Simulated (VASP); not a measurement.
**Ta4O: single point with PBE**

Crystal: Ta4O.

```
CELL_PARAMETERS angstrom
4.26798 0.00000 0.00000
0.00000 4.26798 0.00000
0.00000 0.00000 4.26798
ATOMIC_POSITIONS crystal
Ta 0.00000 0.00000 0.00000
Ta 0.50000 0.50000 0.00000
Ta 0.50000 0.00000 0.50000
Ta 0.00000 0.50000 0.50000
O 0.50000 0.50000 0.50000
```

* Program: VASP 6.6.1
* Task: single point
* Functional: PBE
* Potentials or basis: VASP PAW PBE potentials, release 64 (Ta_pv, O)
* Cutoff: 520 eV
* k mesh: 4 × 4 × 4
* Occupations: gaussian, width 0.1 eV
* Spin: no spin polarisation
* Dipole correction: no
* Further INCAR settings: ALGO = Normal; EDIFF = 1e-07; NBANDS = 33

The pressure is 4.1 GPa and the band gap on the k mesh is zero (band 25 reaches 6.95 eV, above the bottom of band 26 at 5.88 eV).

Levels at points of the mesh, in eV from the Fermi level:
```
           k point  band 22  band 23  band 24  band 25  band 26  band 27  band 28  band 29
(0.00, 0.00, 0.00)    -3.97    -0.21    -0.21    -0.21     2.29     2.29     2.92     3.39
(0.50, 0.00, 0.00)    -1.89    -1.89    -0.53    -0.53     0.00     1.04     1.48     1.67
(0.50, 0.50, 0.00)    -1.84    -1.56    -1.09    -0.69    -0.69     0.70     1.29     1.54
(0.50, 0.50, 0.50)    -0.36    -0.36    -0.01    -0.01     0.18     0.18     0.18     3.22
```

Run time: 31 s on 1 thread of Intel Xeon 6975P-C, on a shared host, peak memory 0.18 GiB.

Caveat: the k points lie up to 0.37 Å⁻¹ apart; spin-orbit coupling is left out, which moves the levels of the heavy elements.
